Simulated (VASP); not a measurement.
## SrTiO3: single point with PBE

SrTiO3:

```
CELL_PARAMETERS angstrom
3.93641 0.00000 0.00000
0.00000 3.93641 0.00000
0.00000 0.00000 3.93641
ATOMIC_POSITIONS crystal
Sr 0.06200 0.00000 0.00000
Ti 0.43652 0.50000 0.50000
O 0.95996 0.50000 0.50000
O 0.44520 0.00000 0.50000
O 0.44520 0.50000 0.00000
```

This cell differs from its parent crystal: atoms displaced along several vibrational modes.

```yaml
Program: VASP 6.6.1
Task: single point
Functional: PBE
Potentials_or_basis: VASP PAW PBE potentials, release 64 (Sr_sv, Ti_sv, O)
Cutoff: 520 eV
k_mesh: 8 × 8 × 8
Occupations: gaussian, width 0.05 eV
Spin: no spin polarisation
```

```
Pressure               : 6.4 GPa
Largest force          : 2.023 eV/Å
Band gap on the k mesh : 1.69 eV (least direct gap 2.13 eV)
```

Forces in eV/Å, atoms in the order of the input:
```
Sr  -2.023  0.000  0.000
Ti   1.199  0.000  0.000
O   -0.036  0.000  0.000
O    0.430  0.000  0.000
O    0.430  0.000  0.000
```

Stress tensor (GPa, compression positive):
```
5.87 0.00 0.00
0.00 6.71 0.00
0.00 0.00 6.71
```

Levels at points of the mesh, in eV from the valence-band top:
```csv
k point,band 17,band 18,band 19,band 20,band 21,band 22,band 23,band 24
"(0.00, 0.00, 0.00)",-1.31,-0.45,-0.44,-0.44,1.69,1.99,1.99,4.14
"(0.50, 0.00, 0.00)",-2.22,-1.96,-0.85,-0.85,1.82,3.74,3.74,4.15
"(0.00, 0.50, 0.00)",-2.40,-1.37,-0.77,-0.69,2.10,3.59,3.68,4.24
"(0.50, 0.50, 0.00)",-1.83,-1.61,-1.46,0.00,3.60,3.77,4.22,5.12
"(0.00, 0.50, 0.50)",-1.66,-1.57,-1.57,-0.41,3.73,3.73,4.07,5.20
"(0.50, 0.50, 0.50)",-3.53,-0.33,-0.02,-0.02,4.29,4.34,4.34,7.08
```

Run time: 3.8 min on 1 thread of Intel Xeon 8259CL, with other jobs on the host, peak memory 0.26 GiB.

Caveat: the cell differs from its parent crystal (atoms displaced along several vibrational modes); the cell stands under pressure; forces of over 1 eV/Å act on the atoms, so gaps and moduli don't describe the material at rest. A k mesh can miss the band edges.
